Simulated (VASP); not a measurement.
# Cd2Cl2O (P-6m2) in VASP: single point with PBE

Aim: the single point of Cd2Cl2O with PBE.

Program: VASP 6.6.1. These are calculated values, not measurements. Logs are shortened: lines on timing, memory, paths and dates and some standing lists are left out, and cuts for length are marked.

## 1. The cell of the first run

The structure is hexagonal, space group P-6m2 (No. 187). The conventional cell has a = 4.276 Å, b = 4.276 Å, c = 8.361 Å, α = 90.00°, β = 90.00°, γ = 120.00°. Within 4.0 Å of Cd (site symmetry 3m) lie 6 Cl at 3.01 to 3.49 Å and 1 Cd at 3.44 Å and 3 O at 3.49 Å. Within 4.0 Å of Cl (site symmetry -6m2) lie 6 Cd at 3.01 Å. Cl (site symmetry -6m2) has 3 O at 2.47 Å within 3.3 Å. O (site symmetry -6m2) has 3 Cl at 2.47 Å within 3.3 Å.

The cell was built from a structure type or drawn by symmetry, and may not be a known phase.

## 2. Single point, PBE

INCAR reads:

```
ALGO     = Normal         # electronic algorithm
EDIFF    = 1E-7           # SCF threshold, eV
ENCUT    = 520            # plane-wave cutoff, eV
GGA      = PE             # functional
ISIF     = 2              # what is computed and relaxed
ISMEAR   = 0              # smearing method
LASPH    = T              # aspherical terms in the spheres
LCHARG   = F              # write CHGCAR
LREAL    = F              # projectors in reciprocal space
LWAVE    = F              # write WAVECAR
NBANDS   = 30             # bands
NELM     = 100            # most SCF steps
PREC     = Accurate       # precision mode
SIGMA    = 0.1            # smearing width, eV
```

KPOINTS reads:

```
k-points
0
Gamma
  6 6 2
```

POSCAR reads:

```
Cd2Cl2O
1.0
    4.2755722600      0.0000000000      0.0000000000
   -2.1377861300      3.7027542000      0.0000000000
    0.0000000000      0.0000000000      8.3607725500
Cd Cl O
2 2 1
Direct
    0.0000000000      0.0000000000      0.7055339800
    0.0000000000      0.0000000000      0.2944660200
    0.6666666700      0.3333333300      0.5000000000
    0.3333333300      0.6666666700      0.0000000000
    0.6666666700      0.3333333300      0.0000000000
```

Potentials or basis: VASP PAW PBE potentials, release 64 (Cd, Cl, O).

Started as:

```sh
$ cat potpaw_PBE.64/Cd/POTCAR potpaw_PBE.64/Cl/POTCAR potpaw_PBE.64/O/POTCAR > POTCAR
$ mpirun -np 1 vasp_std > vasp.out
```

OUTCAR:

```text
EDIFF = 1E-7
   ENCUT = 520
   GGA = PE
   ISIF = 2
   ISMEAR = 0
   LASPH = T
   LREAL = F
   NELM = 100
   PREC = Accurate

 ion  position               nearest neighbor table
   1  0.000  0.000  0.706-   3 3.01   3 3.01   3 3.01   2 3.44
   2  0.000  0.000  0.294-   3 3.01   3 3.01   3 3.01   1 3.44
   3  0.667  0.333  0.500-   1 3.01   2 3.01   1 3.01   2 3.01   1 3.01   2 3.01
   4  0.333  0.667  0.000-
   5  0.667  0.333  0.000-

  LATTYP: Found a hexagonal cell.
 ALAT       =     4.2755722600
 C/A-ratio  =     1.9554745053

  Lattice vectors:

 A1 = (   4.2755722600,   0.0000000000,   0.0000000000)
 A2 = (  -2.1377861300,   3.7027542000,   0.0000000000)
 A3 = (   0.0000000000,   0.0000000000,   8.3607725500)

Analysis of symmetry for initial positions (statically):
=====================================================================
 Subroutine PRICEL returns:
 Original cell was already a primitive cell.

 Routine SETGRP: Setting up the symmetry group for a
 hexagonal supercell.

 Subroutine GETGRP returns: Found 12 space group operations
 (whereof 12 operations were pure point group operations)
 out of a pool of 24 trial point group operations.

The static configuration has the point symmetry D_3h.

Analysis of symmetry for dynamics (positions and initial velocities):
=====================================================================
 Subroutine PRICEL returns:
 Original cell was already a primitive cell.

 Routine SETGRP: Setting up the symmetry group for a
 hexagonal supercell.

 Subroutine GETGRP returns: Found 12 space group operations
 (whereof 12 operations were pure point group operations)
 out of a pool of 24 trial point group operations.

The dynamic configuration has the point symmetry D_3h.

 Subroutine INISYM returns: Found 12 space group operations
 (whereof 12 operations are pure point group operations),
 and found     1 'primitive' translations

----------------------------------------------------------------------------------------

                                     Primitive cell

  volume of cell :     132.3627

  direct lattice vectors                    reciprocal lattice vectors
     4.275572260  0.000000000  0.000000000     0.233886820  0.135034618  0.000000000
    -2.137786130  3.702754200  0.000000000     0.000000000  0.270069237  0.000000000
     0.000000000  0.000000000  8.360772550     0.000000000  0.000000000  0.119606172

  length of vectors
     4.275572260  4.275572266  8.360772550     0.270069237  0.270069237  0.119606172

  position of ions in fractional coordinates (direct lattice)
     0.000000000  0.000000000  0.705533980
     0.000000000  0.000000000  0.294466020
     0.666666670  0.333333330  0.500000000
     0.333333330  0.666666670  0.000000000
     0.666666670  0.333333330  0.000000000

  ion indices of the primitive-cell ions
   primitive index   ion index
                 1           1
                 2           2
                 3           3
                 4           4
                 5           5

----------------------------------------------------------------------------------------

 KPOINTS: k-points

Automatic generation of k-mesh.
 Grid dimensions read from file:
 generate k-points for:    6    6    2

 Generating k-lattice:

  Cartesian coordinates                     Fractional coordinates (reciprocal lattice)
     0.038981137  0.022505770  0.000000000     0.166666667 -0.000000000  0.000000000
     0.000000000  0.045011539  0.000000000     0.000000000  0.166666667  0.000000000
     0.000000000  0.000000000  0.059803086     0.000000000  0.000000000  0.500000000

  Length of vectors
     0.045011539  0.045011539  0.059803086

  Shift w.r.t. Gamma in fractional coordinates (k-lattice)
     0.000000000  0.000000000  0.000000000

 Subroutine IBZKPT returns following result:
 ===========================================

 Found     14 irreducible k-points:

 Following reciprocal coordinates:
            Coordinates               Weight
  0.000000  0.000000  0.000000      1.000000
  0.166667  0.000000  0.000000      6.000000
  0.333333  0.000000  0.000000      6.000000
  0.500000 -0.000000  0.000000      3.000000
  0.166667  0.166667  0.000000      6.000000
  0.333333  0.166667  0.000000     12.000000
  0.333333  0.333333  0.000000      2.000000
  0.000000  0.000000  0.500000      1.000000
  0.166667  0.000000  0.500000      6.000000
  0.333333  0.000000  0.500000      6.000000
  0.500000 -0.000000  0.500000      3.000000
  0.166667  0.166667  0.500000      6.000000
  0.333333  0.166667  0.500000     12.000000
  0.333333  0.333333  0.500000      2.000000
   k-points           NKPTS =     14   k-points in BZ     NKDIM =     14   number of bands    NBANDS=     30
   number of dos      NEDOS =    301   number of ions     NIONS =      5
   total plane-waves  NPLWV =  65536
   dimension x,y,z NGX =    32 NGY =   32 NGZ =   64
   dimension x,y,z NGXF=    64 NGYF=   64 NGZF=  128
   ions per type =               2   2   1
   NGX,Y,Z   is equivalent  to a cutoff of  12.44, 12.44, 12.73 a.u.
   NGXF,Y,Z  is equivalent  to a cutoff of  24.88, 24.88, 25.45 a.u.
 SYSTEM =  unknown system
   PREC   = accura    normal or accurate (medium, high low for compatibility)
   ISTART =      0    job   : 0-new  1-cont  2-samecut
   ICHARG =      2    charge: 1-file 2-atom 10-const
   ISPIN  =      1    spin polarized calculation?
   LNONCOLLINEAR =      F non collinear calculations
   LSORBIT =      F    spin-orbit coupling
   LASPH  =      T    aspherical Exc in radial PAW
   ENCUT  =  520.0 eV  38.22 Ry    6.18 a.u.   7.95  7.95 15.55*2*pi/ulx,y,z
   NELM   =    100;   NELMIN=  2; NELMDL= -5     # of ELM steps
   EDIFF  = 0.1E-06   stopping-criterion for ELM
   LREAL  =      F    real-space projection
   EDIFFG = 0.1E-05   stopping-criterion for IOM
   NSW    =      0    number of steps for IOM
   IBRION =     -1    ionic relax: 0-MD 1-quasi-New 2-CG
   NFREE  =      0    steps in history (QN), initial steepest desc. (CG)
   ISIF   =      2    stress and relaxation
   ISYM   =      2    0-nonsym 1-usesym 2-fastsym
   POTIM  = 0.5000    time-step for ionic-motion
   TEBEG  =    0.0;   TEEND  =   0.0 temperature during run
   PSTRESS=    0.0 pullay stress
   NELECT =      44.0000    total number of electrons
   NUPDOWN=      -1.0000    fix difference up-down
   EMIN   =  10.00;   EMAX   =-10.00  energy-range for DOS
   EFERMI =   0.00;   METHOD = LEGACY
   ISMEAR =     0;   SIGMA  =   0.10  broadening in eV -4-tet -1-fermi 0-gaus
   EFERMI_NEDOS =   21; number of points for ismear=-14 and -15
   IALGO  =     38    algorithm
   IMIX   =      4    mixing-type and parameters
     AMIX     =   0.40;   BMIX     =  1.00
     AMIX_MAG =   1.60;   BMIX_MAG =  1.00
  volume/ion in A,a.u.               =      26.47       178.65
  Fermi-wavevector in a.u.,A,eV,Ry     =   1.134063  2.143068 17.498440  1.286099
  Thomas-Fermi vector in A             =   2.270767
   LORBIT       =      0    0 simple, 1 ext, 2 COOP (PROOUT), +10 PAW based schemes
   GGA     = PE    functional components
   LHFCALC =     F    Hartree Fock is set to
   AEXX    =    0.0000 exact exchange contribution
   IVDW    =     0    specifies the selected vdW correction
   LEPSILON=     F    determine dielectric tensor
   LRPA    =     F    only Hartree local field effects (RPA)
 non-spin polarized calculation
 Gauss-broadening in eV      SIGMA  =   0.10
  energy-cutoff  :      520.00
  volume of cell :      132.36
 maximum number of plane-waves:      3582
 NGX is ok and might be reduce to    32
   NGX = 15   NGY = 15   NGZ = 31

 number of electron      44.0000004 magnetization

 Free energy of the ion-electron system (eV)
  ---------------------------------------------------
  ext. energy  EPLUGINS =         0.00000000
  ---------------------------------------------------
  free energy    TOTEN  =        -8.37213593 eV

  energy without entropy =       -8.34344729  energy(sigma->0) =       -8.35779161

 E-fermi :   0.6887     XC(G=0):  -8.5682

 val. band max:        0.6579643884   @ k =   0.5000  -0.0000   0.0000
 cond. band min:       0.7204701981   @ k =   0.3333   0.1667   0.5000
 fundamental gap:      0.0625058097
 Fermi energy:         0.6886752142

 k-point     1 :       0.0000    0.0000    0.0000
  band No.  band energies     occupation
      1     -15.9268      2.00000
      2     -15.3105      2.00000
      3     -13.1545      2.00000
      4      -7.6782      2.00000
      5      -7.6621      2.00000
      6      -7.6621      2.00000
[... 22 lines left out ...]
     29       7.7176      0.00000
     30       8.4797      0.00000

 k-point     2 :       0.1667    0.0000    0.0000
  band No.  band energies     occupation
      1     -15.8272      2.00000
      2     -15.2822      2.00000
      3     -13.3119      2.00000
      4      -7.6768      2.00000
      5      -7.6551      2.00000
      6      -7.6290      2.00000
[... 22 lines left out ...]
     29       6.9802      0.00000
     30       8.2751      0.00000

 k-point     3 :       0.3333    0.0000    0.0000
  band No.  band energies     occupation
      1     -15.5856      2.00000
      2     -15.2247      2.00000
      3     -13.6647      2.00000
      4      -7.6692      2.00000
      5      -7.6564      2.00000
      6      -7.6248      2.00000
[... 22 lines left out ...]
     29       7.1162      0.00000
     30       7.7205      0.00000

 k-point     4 :       0.5000   -0.0000    0.0000
  band No.  band energies     occupation
      1     -15.4280      2.00000
      2     -15.1953      2.00000
      3     -13.8759      2.00000
      4      -7.6647      2.00000
      5      -7.6618      2.00000
      6      -7.6477      2.00000
[... 286 lines left out ...]
     29       6.3919      0.00000
     30       7.4184      0.00000

 k-point    13 :       0.3333    0.1667    0.5000
  band No.  band energies     occupation
      1     -15.4283      2.00000
      2     -15.1965      2.00000
      3     -13.8730      2.00000
      4      -7.6850      2.00000
      5      -7.6482      2.00000
      6      -7.6154      2.00000
[... 22 lines left out ...]
     29       6.0513      0.00000
     30       7.1111      0.00000

 k-point    14 :       0.3333    0.3333    0.5000
  band No.  band energies     occupation
      1     -15.3343      2.00000
      2     -15.1819      2.00000
      3     -13.9916      2.00000
      4      -7.7085      2.00000
      5      -7.6425      2.00000
      6      -7.6045      2.00000
[... 22 lines left out ...]
     29       6.0479      0.00000
     30       6.9299      0.00000

------------------------ aborting loop because EDIFF is reached ----------------------------------------

  FORCE on cell =-STRESS in cart. coord.  units (eV):
  Direction    XX          YY          ZZ          XY          YZ          ZX
  --------------------------------------------------------------------------------------
  -------------------------------------------------------------------------------------
  Total       -2.2927702     -2.2927702     -4.2356171      0.0000000      0.0000000      0.0000000
  in kB      -27.7527213    -27.7527214    -51.2698131      0.0000000      0.0000000      0.0000000
  external PRESSURE =     -35.5917519 kB  Pullay stress =       0.0000000 kB

 VOLUME and BASIS-vectors are now :
 -----------------------------------------------------------------------------
  energy-cutoff  :      520.00
  volume of cell :      132.36
      direct lattice vectors                 reciprocal lattice vectors
     4.275572260  0.000000000  0.000000000     0.233886820  0.135034618  0.000000000
    -2.137786130  3.702754200  0.000000000     0.000000000  0.270069237  0.000000000
     0.000000000  0.000000000  8.360772550     0.000000000  0.000000000  0.119606172

 POSITION                                       TOTAL-FORCE (eV/Angst)
 -----------------------------------------------------------------------------------
      0.00000      0.00000      5.89881        -0.000000      0.000000      0.891167
      0.00000      0.00000      2.46196        -0.000000      0.000000     -0.891167
      2.13779      1.23425      4.18039        -0.000000     -0.000000     -0.000000
     -0.00000      2.46850      0.00000         0.000000      0.000000     -0.000000
      2.13779      1.23425      0.00000         0.000000      0.000000     -0.000000
 -----------------------------------------------------------------------------------
    total drift:                               -0.000027      0.000015      0.000000

  FREE ENERGIE OF THE ION-ELECTRON SYSTEM (eV)
  ---------------------------------------------------
  free  energy   TOTEN  =        -8.3721359304 eV

  energy  without entropy=       -8.3434472867  energy(sigma->0) =       -8.35779161
```

Wall time 92 s (1 thread of Intel Xeon 8259CL, shared host); peak memory 0.26 GiB.

What came out:

| Quantity | Value |
| --- | --- |
| Free energy | -8.3721 eV |
| Pressure | -3.6 GPa |
| Largest force | 0.891 eV/Å |
| Band gap on the k mesh | zero (bands 22 and 23 overlap by 0.33 eV) |

Forces in eV/Å, atoms in the order of the input:
```
Cd   0.000  0.000  0.891
Cd   0.000  0.000 -0.891
Cl   0.000  0.000  0.000
Cl   0.000  0.000  0.000
O    0.000  0.000  0.000
```

Caveat: the k points lie up to 0.38 Å⁻¹ apart.
